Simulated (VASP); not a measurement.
Write the native input for VASP 6.6.1 that does the following.

- Task: relaxation of cell and atoms
- Functional: LDA
- Potentials or basis: VASP PAW LDA potentials, release 64 (W_sv)
- Cutoff: 600 eV
- k mesh: 9 × 9 × 9
- Occupations: fermi-dirac, width 0.05 eV
- Spin: no spin polarisation
- Target pressure: 10 GPa
- Dipole correction: no
- Further INCAR settings: ALGO = Normal; EDIFF = 1e-07; IBRION = 2; EDIFFG = -0.02; NSW = 80; ISIF = 3

The structure of W lies in POSCAR:

```
W
1.0
    2.5900000000      0.0000000000      0.0000000000
    0.0000000000      2.5900000000      0.0000000000
    0.0000000000      0.0000000000      2.5900000000
W
1
Direct
    0.0000000000      0.0000000000      0.0000000000
```

The input as run:

INCAR

```
PREC = Accurate
ENCUT = 600
EDIFF = 1E-7
ISMEAR = -1
SIGMA = 0.05
LREAL = False
LASPH = True
NELM = 80
ALGO = Normal
ISIF = 3
LWAVE = False
LCHARG = False
IBRION = 2
NSW = 80
EDIFFG = -0.02
PSTRESS = 100.0
```

KPOINTS

```
regular mesh
0
Gamma
  9 9 9
```

Potentials or basis: VASP PAW LDA potentials, release 64 (W_sv).

The run is started by

```bash
$ cat potpaw_LDA.64/W_sv/POTCAR > POTCAR
$ mpirun -np 1 vasp_std > vasp.out
```

Results of the run:

```yaml
Relaxed_volume: 16.86 Å³/atom
Relaxed_cell: a = 2.564 Å, b = 2.564 Å, c = 2.564 Å, α = 90.00°, β = 90.00°, γ = 90.00°
Space_group_after_relaxing_to_0.05_Å: Pm-3m (No. 221)
Energy_change_on_relaxing_the_enthalpy_is_what_falls: +19.1 meV/atom
Ionic_steps: 4
Pressure_after_relaxing: 10.0 GPa
Band_gap_on_the_k_mesh: zero (band 7 reaches 12.16 eV, above the bottom of band 8 at 9.84 eV)
```

Caveat: the cell is relaxed towards a set pressure, so the enthalpy falls and the energy may rise; spin-orbit coupling is left out, which moves the levels of the heavy elements.

It took 14 s on 1 thread of Intel Xeon 6975P-C, on a shared host, peak memory 0.14 GiB.
